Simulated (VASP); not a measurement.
Set up this calculation in VASP 6.6.1, as the native input.

- Task: single point
- Functional: r2SCAN
- Potentials or basis: VASP PAW PBE potentials, release 64 (I, S, Li_sv)
- Cutoff: 520 eV
- k mesh: 6 × 6 × 6
- Occupations: gaussian, width 0.01 eV
- Spin: no spin polarisation
- Dipole correction: no
- Further INCAR settings: ALGO = Normal; EDIFF = 1e-07; NBANDS = 19

Crystal: Li3SI.

```xyz
5
Lattice="4.7344 0.0000 0.0000 0.0000 4.7344 0.0000 0.0000 0.0000 4.7344" Properties=species:S:1:pos:R:3 pbc="T T T"
I     0.0000    0.0000    0.0000
S     2.3672    2.3672    2.3672
Li    2.3672    2.3672    0.0000
Li    2.3672    0.0000    2.3672
Li    0.0000    2.3672    2.3672
```

These files were run (other wordings do the same):

POSCAR

```
Li3SI
1.0
    4.7343653658      0.0000000000      0.0000000000
    0.0000000000      4.7343653658      0.0000000000
    0.0000000000      0.0000000000      4.7343653658
I S Li
1 1 3
Direct
    0.0000000000      0.0000000000      0.0000000000
    0.5000000000      0.5000000000      0.5000000000
    0.5000000000      0.5000000000      0.0000000000
    0.5000000000      0.0000000000      0.5000000000
    0.0000000000      0.5000000000      0.5000000000
```

INCAR.step1

```
SYSTEM = Li3SI
PREC = Accurate ; ENCUT = 520
ISMEAR = 0 ; SIGMA = 0.01
LREAL = .False. ; LASPH = .True.
NELM = 60 ; NBANDS = 19
GGA = PE ; ALGO = Normal
EDIFF = 1E-4 ; LWAVE = .True.
LCHARG = .False.
```

INCAR.step2

```
SYSTEM = Li3SI
PREC = Accurate ; ENCUT = 520
EDIFF = 1E-7 ; ISMEAR = 0
SIGMA = 0.01 ; LREAL = .False.
LASPH = .True. ; NELM = 60
ALGO = Normal ; ISIF = 2
LWAVE = .False. ; LCHARG = .False.
METAGGA = R2SCAN ; LMIXTAU = .True.
NBANDS = 19 ; ISTART = 1
```

KPOINTS

```
regular mesh
0
Gamma
  6 6 6
  0 0 0
```

Potentials or basis: VASP PAW PBE potentials, release 64 (I, S, Li_sv).

Launch:

```bash
$ cat potpaw_PBE.64/I/POTCAR potpaw_PBE.64/S/POTCAR potpaw_PBE.64/Li_sv/POTCAR > POTCAR
$ cp INCAR.step1 INCAR
$ mpirun -np 1 vasp_std > vasp.out
$ cp INCAR.step2 INCAR
$ mpirun -np 1 vasp_std > vasp.out
```

Results of the run:

```yaml
Band_gap_on_the_k_mesh: 4.06 eV, direct
```

Caveat: spin-orbit coupling is left out, which moves the levels of the heavy elements.

It took 3 min on 1 thread of Intel(R) Xeon(R) Platinum 8259CL CPU @ 2.50GHz (Skylake/Cascade Lake), with other jobs on the host, peak memory 0.23 GiB.
